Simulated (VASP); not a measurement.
# MgW (R-3m) in VASP: relaxation of cell and atoms with PBE

Aim: the relaxation of cell and atoms of MgW with PBE.

All numbers are computed with VASP 6.6.1; they aren't measurements. Logs are shortened: lines on timing, memory, paths and dates and some standing lists are left out, and cuts for length are marked.

### Step 1. The cell of the first run

The structure is trigonal, space group R-3m (No. 166). Conventional cell: a = 2.854 Å, b = 2.854 Å, c = 14.756 Å, α = 90.00°, β = 90.00°, γ = 120.00°. Within 3.8 Å of Mg (site symmetry -3m) lie 6 Mg at 2.85 Å and 6 W at 2.96 Å. W (site symmetry -3m) has 6 W at 2.85 Å and 6 Mg at 2.96 Å within 3.8 Å.

### Step 2. Relaxation of cell and atoms, PBE

The input, INCAR:

```
  PREC = Accurate
  ENCUT = 600
  EDIFF = 1E-6
  ISMEAR = 0
  SIGMA = 0.1
  LREAL = False
  LASPH = True
  NELM = 80
  ALGO = Fast
  ISIF = 3
  LWAVE = False
  LCHARG = False
  GGA = PE
  IBRION = 2
  NSW = 100
  EDIFFG = -0.01
```

The input, KPOINTS:

```
regular mesh
0
Gamma
  18 18 18
```

The input, POSCAR:

```
MgW
1.0
    1.4269324612      0.8238398406      4.9185123821
   -1.4269324612      0.8238398406      4.9185123821
    0.0000000000     -1.6476796811      4.9185123821
Mg W
1 1
Direct
    0.0000000000      0.0000000000      0.0000000000
    0.5000000000      0.5000000000      0.5000000000
```

Potentials or basis: VASP PAW PBE potentials, release 64 (Mg, W_sv).

The run is started by

```sh
cat potpaw_PBE.64/Mg/POTCAR potpaw_PBE.64/W_sv/POTCAR > POTCAR
mpirun -np 1 vasp_std > vasp.out
```

OUTCAR:

```text
PREC = Accurate
   ENCUT = 600
   EDIFF = 1E-6
   ISMEAR = 0
   LREAL = False
   LASPH = True
   NELM = 80
   ISIF = 3
   GGA = PE
   IBRION = 2
   NSW = 100
   EDIFFG = -0.01

 ion  position               nearest neighbor table
   1  0.000  0.000  0.000-   2 2.96   2 2.96   2 2.96   2 2.96   2 2.96   2 2.96
   2  0.500  0.500  0.500-   1 2.96   1 2.96   1 2.96   1 2.96   1 2.96   1 2.96

  LATTYP: Found a trigonal (rhomboedric) cell.
 ALAT       =     5.1871584114
 COS(alpha) =     0.8486516088

  Lattice vectors:

 A1 = (   1.4269324612,   0.8238398406,   4.9185123821)
 A2 = (  -1.4269324612,   0.8238398406,   4.9185123821)
 A3 = (   0.0000000000,  -1.6476796811,   4.9185123821)

Analysis of symmetry for initial positions (statically):
=====================================================================
 Subroutine PRICEL returns:
 Original cell was already a primitive cell.

 Routine SETGRP: Setting up the symmetry group for a
 trigonal (rhombohedral) supercell.

 Subroutine GETGRP returns: Found 12 space group operations
 (whereof 12 operations were pure point group operations)
 out of a pool of 12 trial point group operations.

The static configuration has the point symmetry D_3d.

Analysis of symmetry for dynamics (positions and initial velocities):
=====================================================================
 Subroutine PRICEL returns:
 Original cell was already a primitive cell.

 Routine SETGRP: Setting up the symmetry group for a
 trigonal (rhombohedral) supercell.

 Subroutine GETGRP returns: Found 12 space group operations
 (whereof 12 operations were pure point group operations)
 out of a pool of 12 trial point group operations.

The dynamic configuration has the point symmetry D_3d.

 Subroutine INISYM returns: Found 12 space group operations
 (whereof 12 operations are pure point group operations),
 and found     1 'primitive' translations

----------------------------------------------------------------------------------------

                                     Primitive cell

  volume of cell :      34.6922

  direct lattice vectors                    reciprocal lattice vectors
     1.426932461  0.823839841  4.918512382     0.350402008  0.202304694  0.067771169
    -1.426932461  0.823839841  4.918512382    -0.350402008  0.202304694  0.067771169
[... 106 lines left out ...]
  volume/ion in A,a.u.               =      17.35       117.06
  Fermi-wavevector in a.u.,A,eV,Ry     =   1.264846  2.390213 21.767092  1.599836
  Thomas-Fermi vector in A             =   2.398130
   LORBIT       =      0    0 simple, 1 ext, 2 COOP (PROOUT), +10 PAW based schemes
   GGA     = PE    functional components
   LHFCALC =     F    Hartree Fock is set to
   AEXX    =    0.0000 exact exchange contribution
   IVDW    =     0    specifies the selected vdW correction
   LEPSILON=     F    determine dielectric tensor
   LRPA    =     F    only Hartree local field effects (RPA)
 conjugate gradient relaxation of ions
 non-spin polarized calculation
 RMM-DIIS sequential band-by-band and
 Gauss-broadening in eV      SIGMA  =   0.10
  energy-cutoff  :      600.00
  volume of cell :       34.69
 maximum number of plane-waves:      1170
 NGX is ok and might be reduce to    42
   NGX = 21   NGY = 21   NGZ = 21

--------------------------------------- Ionic step        1  -------------------------------------------

 number of electron      16.0000001 magnetization

 Free energy of the ion-electron system (eV)
  ---------------------------------------------------
  ext. energy  EPLUGINS =         0.00000000
  ---------------------------------------------------
  free energy    TOTEN  =       -13.41370495 eV

  energy without entropy =      -13.40636245  energy(sigma->0) =      -13.41003370

------------------------ aborting loop because EDIFF is reached ----------------------------------------

  FORCE on cell =-STRESS in cart. coord.  units (eV):
  Direction    XX          YY          ZZ          XY          YZ          ZX
  --------------------------------------------------------------------------------------
  -------------------------------------------------------------------------------------
  Total       -0.1022378     -0.1022378     -0.0558652      0.0000000     -0.0000000      0.0000000
  in kB       -4.7216163     -4.7216163     -2.5800056      0.0000000     -0.0000000      0.0000000
  external PRESSURE =      -4.0077461 kB  Pullay stress =       0.0000000 kB
[... 59 lines left out ...]
--------------------------------------- Ionic step        3  -------------------------------------------

 number of electron      16.0000001 magnetization

 Free energy of the ion-electron system (eV)
  ---------------------------------------------------
  ext. energy  EPLUGINS =         0.00000000
  ---------------------------------------------------
  free energy    TOTEN  =       -13.41385013 eV

  energy without entropy =      -13.40653194  energy(sigma->0) =      -13.41019103

 E-fermi :   6.7441     XC(G=0): -11.2978

 val. band max:        6.7422973672   @ k =  -0.3889  -0.3889   0.1111
 cond. band min:       6.7456289175   @ k =  -0.3333  -0.3889   0.1667
 fundamental gap:      0.0033315503
 Fermi energy:         6.7441103409

 k-point     1 :       0.0000    0.0000    0.0000
  band No.  band energies     occupation
      1     -66.9729      2.00000
      2     -31.2965      2.00000
      3     -30.6489      2.00000
      4     -30.6489      2.00000
      5      -1.4584      2.00000
      6       2.5038      2.00000
      7       5.6170      2.00000
      8       6.8304      0.22246
      9       6.8304      0.22246
     10       9.5812      0.00000
     11       9.5812      0.00000
     12      10.5057      0.00000
[... 331 lines left out ...]
 k-point    24 :      -0.2222    0.0556    0.0000
  band No.  band energies     occupation
      1     -66.9371      2.00000
      2     -31.2315      2.00000
      3     -31.0962      2.00000
      4     -30.7632      2.00000
      5       0.4241      2.00000
      6       3.9283      2.00000
      7       4.7195      2.00000
      8       5.7963      2.00000
      9       8.7893      0.00000
     10       9.0108      0.00000
     11      10.0084      0.00000
     12      11.3683      0.00000

 [... further k-points ...]

------------------------ aborting loop because EDIFF is reached ----------------------------------------

  FORCE on cell =-STRESS in cart. coord.  units (eV):
  Direction    XX          YY          ZZ          XY          YZ          ZX
  --------------------------------------------------------------------------------------
  -------------------------------------------------------------------------------------
  Total        0.0049763      0.0049763     -0.0139509      0.0000000     -0.0000000      0.0000000
  in kB        0.2305021      0.2305021     -0.6462097      0.0000000     -0.0000000      0.0000000
  external PRESSURE =      -0.0617352 kB  Pullay stress =       0.0000000 kB
[... 17 lines left out ...]
  FREE ENERGIE OF THE ION-ELECTRON SYSTEM (eV)
  ---------------------------------------------------
  free  energy   TOTEN  =       -13.4138501267 eV

  energy  without entropy=      -13.4065319404  energy(sigma->0) =      -13.41019103

 reached required accuracy - stopping structural energy minimisation
```

OSZICAR:

```text
N       E                     dE             d eps       ncg     rms          rms(c)
DAV:   1     0.118331330165E+03    0.11833E+03   -0.10727E+04 14432   0.148E+03
DAV:   2    -0.109024287002E+02   -0.12923E+03   -0.12494E+03 15432   0.354E+02
DAV:   3    -0.140371887688E+02   -0.31348E+01   -0.29500E+01 17084   0.531E+01
[... 22 lines left out ...]
RMM:   2    -0.134140152236E+02    0.18452E-02   -0.47493E-03 13921   0.640E-01    0.755E-02
RMM:   3    -0.134138683310E+02    0.14689E-03   -0.50347E-04 14482   0.212E-01    0.459E-02
RMM:   4    -0.134138488476E+02    0.19483E-04   -0.14694E-04 14215   0.120E-01    0.467E-02
RMM:   5    -0.134138496119E+02   -0.76434E-06   -0.28204E-05 15252   0.596E-02    0.194E-02
RMM:   6    -0.134138501267E+02   -0.51474E-06   -0.68844E-06 12535   0.267E-02
   3 F= -.13413850E+02 E0= -.13410191E+02  d E =-.145179E-03
```

CONTCAR:

```text
MgW
   1.00000000000000
     1.4252662681940684    0.8228778636195223    4.9153741459454467
    -1.4252662681940684    0.8228778636195223    4.9153741459454467
     0.0000000000000000   -1.6457557271392254    4.9153741459454574
  Mg              W
     1     1
Direct
     0.0000000000000000    0.0000000000000000    0.0000000000000000
     0.5000000000000000    0.5000000000000000    0.5000000000000000

  0.00000000E+00  0.00000000E+00  0.00000000E+00
  0.00000000E+00  0.00000000E+00  0.00000000E+00
```

Run time: 28 min. Hardware: 1 thread of Oxide Virtual Turin-like, shared host; peak memory 0.53 GiB.

Results:

| Item | Value |
| --- | --- |
| Free energy | -13.4139 eV |
| Relaxed volume | 17.29 Å³/atom |
| Relaxed cell | a = 5.184 Å, b = 5.184 Å, c = 5.184 Å, α = 31.92°, β = 31.92°, γ = 31.92° |
| Space group after relaxing (to 0.05 Å) | R-3m (No. 166) |
| Energy gained by relaxing | 0.1 meV/atom |
| Ionic steps | 3 |
| Pressure after relaxing | 0.0 GPa |
| Band gap on the k mesh | zero (band 8 reaches 7.67 eV, above the bottom of band 9 at 6.02 eV) |

Stress tensor (GPa, compression positive):
```
 0.02  0.00  0.00
 0.00  0.02  0.00
 0.00  0.00 -0.06
```

The path:
```csv
step,energy change (eV),largest force (eV/Å),pressure (GPa),volume (Å³)
1,0.0000,0.0000,-0.40,34.69
2,0.0000,0.0000,0.49,34.47
3,-0.0001,0.0000,-0.01,34.59
```

Final structure:
```yaml
crystal:
  lattice:
    - [1.42527, 0.82288, 4.91537]
    - [-1.42527, 0.82288, 4.91537]
    - [0.00000, -1.64576, 4.91537]
  atoms:
    - { symbol: Mg, position: [0.00000, 0.00000, 0.00000] }
    - { symbol: W, position: [0.50000, 0.50000, 0.50000] }
```

Caveat: spin-orbit coupling is left out, which moves the levels of the heavy elements.
